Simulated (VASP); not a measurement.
Nb, 5 atoms in the cell. The cell holds a slab with vacuum, 5 atoms: a = 4.595 Å, b = 4.595 Å, c = 19.752 Å, α = 90.00°, β = 90.00°, γ = 120.00°. 

| Property | Result |
| --- | --- |
| Program | VASP 6.6.1 |
| Task | single point |
| Functional | LDA |
| Potentials or basis | VASP PAW LDA potentials, release 64 (Nb_sv) |
| Cutoff | 520 eV |
| k mesh | 8 × 8 × 1 |
| Occupations | fermi-dirac, width 0.1 eV |
| Spin | no spin polarisation |
| Dipole correction | yes |
| Further INCAR settings | ALGO = Normal; EDIFF = 1e-07; NBANDS = 40 |

Potentials or basis: VASP PAW LDA potentials, release 64 (Nb_sv).

Command:

```sh
$ cat potpaw_LDA.64/Nb_sv/POTCAR > POTCAR
$ mpirun -np 1 vasp_std > vasp.out
```

Hardware: 1 thread of AMD EPYC 9R14 (Zen 4), on a shared host.

Task: How long does it take, and how much memory?

Result: It took 5.6 min on 1 thread of AMD EPYC 9R14 (Zen 4), with other jobs on the host, peak memory 0.34 GiB. Counts: scf iterations 26, k points 10.
